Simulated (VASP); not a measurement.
# NaH (Amm2) in VASP: further runs

The runs below take NaH through single point, with PBE.

All numbers are computed with VASP 6.6.1; they aren't measurements. Logs are shortened: lines on timing, memory, paths and dates and some standing lists are left out, and cuts for length are marked.

## 1. The cell of the first run

The structure is orthorhombic, space group Amm2 (No. 38). The conventional cell has a = 2.955 Å, b = 4.179 Å, c = 4.179 Å, α = 90.00°, β = 90.00°, γ = 90.00°. Within 3.0 Å of Na (site symmetry mm2) lie 8 H at 2.23 to 2.92 Å and 6 Na at 2.96 Å. H (site symmetry mm2) has 8 Na at 2.23 to 2.92 Å and 6 H at 2.96 Å within 3.0 Å.

## 2. Single point, PBE (atom 1 (Na) moved by (-0.300, -0.300) A along x and z)

INCAR

```
SYSTEM = NaH
PREC = Accurate ; ENCUT = 500
EDIFF = 1E-6 ; ISMEAR = 0
SIGMA = 0.05 ; LREAL = .FALSE.
LASPH = .TRUE. ; NELM = 120
ALGO = Normal ; ISIF = 2
LWAVE = .FALSE. ; LCHARG = .FALSE.
GGA = PE ; NBANDS = 11
GGA_COMPAT = .FALSE.
```

KPOINTS

```
regular mesh
0
G
  10 10 10
  0 0 0
```

POSCAR

```
NaH
1.0
    2.9551240000      0.0000000000      0.0000000000
    0.0000000000      2.9551240000      0.0000000000
    0.0000000000      0.0000000000      2.9551240000
Na H
1 1
Direct
   -0.1015185826      0.0000000000     -0.1015185826
    0.5000000000      0.5000000000      0.5000000000
```

Potentials or basis: VASP PAW PBE potentials, release 64 (Na_pv, H).

Run with:

```
$ cat potpaw_PBE.64/Na_pv/POTCAR potpaw_PBE.64/H/POTCAR > POTCAR
$ mpirun -np 1 vasp_std > vasp.out
```

OUTCAR:

```text
SYSTEM = NaH
   PREC = Accurate
   ENCUT = 500
   EDIFF = 1E-6
   ISMEAR = 0
   LREAL = .FALSE.
   LASPH = .TRUE.
   NELM = 120
   ISIF = 2
   GGA = PE

 ion  position               nearest neighbor table
   1  0.898  0.000  0.898-
   2  0.500  0.500  0.500-

  LATTYP: Found a simple cubic cell.
 ALAT       =     2.9551240000

  Lattice vectors:

 A1 = (   2.9551240000,   0.0000000000,   0.0000000000)
 A2 = (   0.0000000000,   2.9551240000,   0.0000000000)
 A3 = (   0.0000000000,   0.0000000000,   2.9551240000)

Analysis of symmetry for initial positions (statically):
=====================================================================
 Subroutine PRICEL returns:
 Original cell was already a primitive cell.

 Routine SETGRP: Setting up the symmetry group for a
 simple cubic supercell.

 Subroutine GETGRP returns: Found  4 space group operations
 (whereof  4 operations were pure point group operations)
 out of a pool of 48 trial point group operations.

The static configuration has the point symmetry C_2v.

Analysis of symmetry for dynamics (positions and initial velocities):
=====================================================================
 Subroutine PRICEL returns:
 Original cell was already a primitive cell.

 Routine SETGRP: Setting up the symmetry group for a
 simple cubic supercell.

 Subroutine GETGRP returns: Found  4 space group operations
 (whereof  4 operations were pure point group operations)
 out of a pool of 48 trial point group operations.

The dynamic configuration has the point symmetry C_2v.

 Subroutine INISYM returns: Found  4 space group operations
 (whereof  4 operations are pure point group operations),
 and found     1 'primitive' translations

----------------------------------------------------------------------------------------

                                     Primitive cell

  volume of cell :      25.8064

  direct lattice vectors                    reciprocal lattice vectors
     2.955124000  0.000000000  0.000000000     0.338395275  0.000000000  0.000000000
     0.000000000  2.955124000  0.000000000     0.000000000  0.338395275  0.000000000
     0.000000000  0.000000000  2.955124000     0.000000000  0.000000000  0.338395275

  length of vectors
     2.955124000  2.955124000  2.955124000     0.338395275  0.338395275  0.338395275

  position of ions in fractional coordinates (direct lattice)
     0.898481417  0.000000000  0.898481417
     0.500000000  0.500000000  0.500000000

  ion indices of the primitive-cell ions
   primitive index   ion index
                 1           1
                 2           2

----------------------------------------------------------------------------------------

 KPOINTS: regular mesh

Automatic generation of k-mesh.
 Grid dimensions read from file:
 generate k-points for:   10   10   10

 Generating k-lattice:

  Cartesian coordinates                     Fractional coordinates (reciprocal lattice)
     0.033839528  0.000000000  0.000000000     0.100000000  0.000000000  0.000000000
     0.000000000  0.033839528  0.000000000     0.000000000  0.100000000  0.000000000
     0.000000000  0.000000000  0.033839528     0.000000000  0.000000000  0.100000000

  Length of vectors
     0.033839528  0.033839528  0.033839528

  Shift w.r.t. Gamma in fractional coordinates (k-lattice)
     0.000000000  0.000000000  0.000000000

 Subroutine IBZKPT returns following result:
 ===========================================

 Found    186 irreducible k-points:

 Following reciprocal coordinates:
            Coordinates               Weight
  0.000000  0.000000  0.000000      1.000000
  0.100000  0.000000  0.000000      4.000000
  0.000000  0.100000  0.000000      2.000000
  0.200000  0.000000  0.000000      4.000000
  0.000000  0.200000  0.000000      2.000000
  0.300000  0.000000  0.000000      4.000000
[... 16 lines left out ...]
  0.400000  0.100000  0.000000      8.000000
  0.000000  0.400000  0.100000      8.000000
 [... further k-points ...]
   k-points           NKPTS =    186   k-points in BZ     NKDIM =    186   number of bands    NBANDS=     11
   number of dos      NEDOS =    301   number of ions     NIONS =      2
   total plane-waves  NPLWV =  13824
   dimension x,y,z NGX =    24 NGY =   24 NGZ =   24
   dimension x,y,z NGXF=    48 NGYF=   48 NGZF=   48
   ions per type =               1   1
   NGX,Y,Z   is equivalent  to a cutoff of  13.50, 13.50, 13.50 a.u.
   NGXF,Y,Z  is equivalent  to a cutoff of  27.00, 27.00, 27.00 a.u.
 SYSTEM =  NaH
   PREC   = accura    normal or accurate (medium, high low for compatibility)
   ISTART =      0    job   : 0-new  1-cont  2-samecut
   ICHARG =      2    charge: 1-file 2-atom 10-const
   ISPIN  =      1    spin polarized calculation?
   LNONCOLLINEAR =      F non collinear calculations
   LSORBIT =      F    spin-orbit coupling
   LASPH  =      T    aspherical Exc in radial PAW
   ENCUT  =  500.0 eV  36.75 Ry    6.06 a.u.   5.39  5.39  5.39*2*pi/ulx,y,z
   NELM   =    120;   NELMIN=  2; NELMDL= -5     # of ELM steps
   EDIFF  = 0.1E-05   stopping-criterion for ELM
   LREAL  =      F    real-space projection
   EDIFFG = 0.1E-04   stopping-criterion for IOM
   NSW    =      0    number of steps for IOM
   IBRION =     -1    ionic relax: 0-MD 1-quasi-New 2-CG
   NFREE  =      0    steps in history (QN), initial steepest desc. (CG)
   ISIF   =      2    stress and relaxation
   ISYM   =      2    0-nonsym 1-usesym 2-fastsym
   POTIM  = 0.5000    time-step for ionic-motion
   TEBEG  =    0.0;   TEEND  =   0.0 temperature during run
   PSTRESS=    0.0 pullay stress
   NELECT =       8.0000    total number of electrons
   NUPDOWN=      -1.0000    fix difference up-down
   EMIN   =  10.00;   EMAX   =-10.00  energy-range for DOS
   EFERMI =   0.00;   METHOD = LEGACY
   ISMEAR =     0;   SIGMA  =   0.05  broadening in eV -4-tet -1-fermi 0-gaus
   EFERMI_NEDOS =   21; number of points for ismear=-14 and -15
   IALGO  =     38    algorithm
   IMIX   =      4    mixing-type and parameters
     AMIX     =   0.40;   BMIX     =  1.00
     AMIX_MAG =   1.60;   BMIX_MAG =  1.00
  volume/ion in A,a.u.               =      12.90        87.08
  Fermi-wavevector in a.u.,A,eV,Ry     =   1.107973  2.093765 16.702564  1.227604
  Thomas-Fermi vector in A             =   2.244494
   LORBIT       =      0    0 simple, 1 ext, 2 COOP (PROOUT), +10 PAW based schemes
   GGA     = PE    functional components
   LHFCALC =     F    Hartree Fock is set to
   AEXX    =    0.0000 exact exchange contribution
   IVDW    =     0    specifies the selected vdW correction
   LEPSILON=     F    determine dielectric tensor
   LRPA    =     F    only Hartree local field effects (RPA)
 non-spin polarized calculation
 Gauss-broadening in eV      SIGMA  =   0.05
  energy-cutoff  :      500.00
  volume of cell :       25.81
 maximum number of plane-waves:       691
 NGX is ok and might be reduce to    24
   NGX = 11   NGY = 11   NGZ = 11

 number of electron       8.0000005 magnetization

 Free energy of the ion-electron system (eV)
  ---------------------------------------------------
  ext. energy  EPLUGINS =         0.00000000
  ---------------------------------------------------
  free energy    TOTEN  =        -4.72279847 eV

  energy without entropy =       -4.72279847  energy(sigma->0) =       -4.72279847

 E-fermi :   1.4239     XC(G=0):  -8.1163

 val. band max:        1.1387177448   @ k =   0.5000   0.5000   0.5000
 cond. band min:       2.3035845338   @ k =   0.5000   0.0000   0.0000
 fundamental gap:      1.1648667890
 Fermi energy:         1.4239061501

 k-point     1 :       0.0000    0.0000    0.0000
  band No.  band energies     occupation
      1     -23.1823      2.00000
      2     -23.1760      2.00000
      3     -23.1607      2.00000
      4      -4.6001      2.00000
      5       9.3682      0.00000
      6      12.0144      0.00000
      7      12.2704      0.00000
      8      13.8365      0.00000
      9      14.1683      0.00000
     10      14.9471      0.00000
     11      26.5490      0.00000

 k-point     2 :       0.1000    0.0000    0.0000
  band No.  band energies     occupation
      1     -23.1970      2.00000
      2     -23.1771      2.00000
      3     -23.1592      2.00000
      4      -4.4438      2.00000
      5       8.5902      0.00000
      6      11.3830      0.00000
      7      12.3907      0.00000
      8      13.9552      0.00000
      9      14.3966      0.00000
     10      16.6748      0.00000
     11      25.0814      0.00000

 k-point     3 :       0.0000    0.1000    0.0000
  band No.  band energies     occupation
      1     -23.1808      2.00000
      2     -23.1785      2.00000
      3     -23.1742      2.00000
      4      -4.4434      2.00000
      5       8.6604      0.00000
      6      11.2846      0.00000
      7      12.1804      0.00000
      8      14.2884      0.00000
      9      14.4110      0.00000
     10      16.5612      0.00000
     11      24.9361      0.00000

 k-point     4 :       0.2000    0.0000    0.0000
  band No.  band energies     occupation
      1     -23.2418      2.00000
      2     -23.1735      2.00000
      3     -23.1552      2.00000
      4      -3.9897      2.00000
      5       6.6467      0.00000
      6      11.3321      0.00000
      7      12.8698      0.00000
      8      14.3054      0.00000
      9      14.7896      0.00000
     10      19.7276      0.00000
     11      22.8847      0.00000
[... 239 lines left out ...]
 k-point    22 :      -0.3000    0.0000    0.1000
  band No.  band energies     occupation
      1     -23.2947      2.00000
      2     -23.1849      2.00000
      3     -23.1489      2.00000
      4      -3.1540      2.00000
      5       4.7350      0.00000
      6      10.6888      0.00000
      7      13.0744      0.00000
      8      15.0027      0.00000
      9      16.9141      0.00000
     10      19.0039      0.00000
     11      21.2695      0.00000

 k-point    23 :       0.4000    0.1000    0.0000
  band No.  band energies     occupation
      1     -23.3384      2.00000
      2     -23.1635      2.00000
      3     -23.1624      2.00000
      4      -2.3873      2.00000
      5       3.1622      0.00000
      6      11.1113      0.00000
      7      13.9032      0.00000
      8      15.4840      0.00000
      9      16.7329      0.00000
     10      18.5429      0.00000
     11      19.7520      0.00000

 k-point    24 :       0.0000    0.4000    0.1000
  band No.  band energies     occupation
      1     -23.3218      2.00000
      2     -23.1813      2.00000
      3     -23.1624      2.00000
      4      -2.3897      2.00000
      5       3.2343      0.00000
      6      10.8485      0.00000
      7      13.9225      0.00000
      8      15.5312      0.00000
      9      16.7319      0.00000
     10      18.6478      0.00000
     11      19.8224      0.00000

 [... further k-points ...]

------------------------ aborting loop because EDIFF is reached ----------------------------------------

  FORCE on cell =-STRESS in cart. coord.  units (eV):
  Direction    XX          YY          ZZ          XY          YZ          ZX
  --------------------------------------------------------------------------------------
  -------------------------------------------------------------------------------------
  Total        0.2872309      0.2909852      0.2872309      0.0000000      0.0000000      0.2562606
  in kB       17.8325959     18.0656809     17.8325959      0.0000000      0.0000000     15.9098230
  external PRESSURE =      17.9102909 kB  Pullay stress =       0.0000000 kB

 VOLUME and BASIS-vectors are now :
 -----------------------------------------------------------------------------
  energy-cutoff  :      500.00
  volume of cell :       25.81
      direct lattice vectors                 reciprocal lattice vectors
     2.955124000  0.000000000  0.000000000     0.338395275  0.000000000  0.000000000
     0.000000000  2.955124000  0.000000000     0.000000000  0.338395275  0.000000000
     0.000000000  0.000000000  2.955124000     0.000000000  0.000000000  0.338395275

 POSITION                                       TOTAL-FORCE (eV/Angst)
 -----------------------------------------------------------------------------------
      2.65512      0.00000      2.65512         0.202080      0.000000      0.202080
      1.47756      1.47756      1.47756        -0.202080      0.000000     -0.202080
 -----------------------------------------------------------------------------------
    total drift:                               -0.000146      0.000000     -0.000150

  FREE ENERGIE OF THE ION-ELECTRON SYSTEM (eV)
  ---------------------------------------------------
  free  energy   TOTEN  =        -4.7227984707 eV

  energy  without entropy=       -4.7227984707  energy(sigma->0) =       -4.72279847
```

Run time: 93 s. Hardware: 1 thread of Intel Xeon 8259CL, shared host; peak memory 0.14 GiB.

Results:

```
Free energy            : -4.7228 eV
Pressure               : 1.8 GPa
Largest force          : 0.286 eV/Å
Band gap on the k mesh : 1.16 eV (least direct gap 4.40 eV)
```

Forces in eV/Å, atoms in the order of the input:
```
Na   0.202  0.000  0.202
H   -0.202  0.000 -0.202
```

Stress tensor (GPa, compression positive):
```
1.78 0.00 1.59
0.00 1.81 0.00
1.59 0.00 1.78
```

Caveat: the cell differs from its parent crystal (atom 1 (Na) moved by (-0.300, -0.300) A along x and z). A k mesh can miss the band edges.

## 3. Single point, PBE (atom 1 (Na) moved by (-0.150, -0.150) A along x and z)

INCAR

```
SYSTEM = NaH
  PREC = Accurate
  ENCUT = 500
  EDIFF = 1E-6
  ISMEAR = 0
  SIGMA = 0.05
  LREAL = .FALSE.
  LASPH = .TRUE.
  NELM = 120
  ALGO = Normal
  ISIF = 2
  LWAVE = .FALSE.
  LCHARG = .TRUE.
  GGA = PE
  LELF = .TRUE.
  LVHAR = .TRUE.
  NBANDS = 11
  GGA_COMPAT = .FALSE.
```

KPOINTS

```
Automatic mesh
0
G
  10 10 10
  0 0 0
```

POSCAR: that of step 2 with these lines changed.

```diff
@@ -8,3 +8,3 @@
 Direct
-   -0.1015185826      0.0000000000     -0.1015185826
+   -0.0507592913      0.0000000000     -0.0507592913
     0.5000000000      0.5000000000      0.5000000000
```

Potentials or basis: VASP PAW PBE potentials, release 64 (Na_pv, H).

Run with:

```
$ cat potpaw_PBE.64/Na_pv/POTCAR potpaw_PBE.64/H/POTCAR > POTCAR
$ mpirun -np 1 vasp_std > vasp.out
```

It took 89 s on 1 thread of Intel Xeon 8259CL, shared host; peak memory 0.14 GiB.

Results (log left out):

```
Free energy            : -4.7621 eV
Pressure               : 0.5 GPa
Largest force          : 0.103 eV/Å
Band gap on the k mesh : 1.07 eV (least direct gap 4.43 eV)
```

Forces in eV/Å, atoms in the order of the input:
```
Na   0.073  0.000  0.073
H   -0.073  0.000 -0.073
```

Stress tensor (GPa, compression positive):
```
0.56 0.00 0.42
0.00 0.50 0.00
0.42 0.00 0.56
```

Levels at points of the mesh, in eV from the valence-band top:
```tsv
k point	band 1	band 2	band 3	band 4	band 5	band 6	band 7	band 8	band 9
(0.00, 0.00, 0.00)	-24.49	-24.49	-24.49	-5.87	8.53	10.93	10.99	12.55	12.65
(0.50, 0.00, 0.00)	-24.67	-24.47	-24.47	-3.36	1.07	10.96	14.22	14.59	14.72
(0.00, 0.50, 0.00)	-24.66	-24.48	-24.47	-3.36	1.09	10.85	14.23	14.63	14.75
(0.50, 0.50, 0.00)	-24.64	-24.63	-24.46	-1.69	4.32	4.34	6.85	14.83	18.44
(0.50, 0.00, 0.50)	-24.64	-24.64	-24.46	-1.68	4.33	4.33	6.83	14.83	18.33
(0.50, 0.50, 0.50)	-24.61	-24.61	-24.61	0.00	6.95	6.97	7.05	9.16	9.17
```

Caveat: the cell differs from its parent crystal (atom 1 (Na) moved by (-0.150, -0.150) A along x and z). A k mesh can miss the band edges.
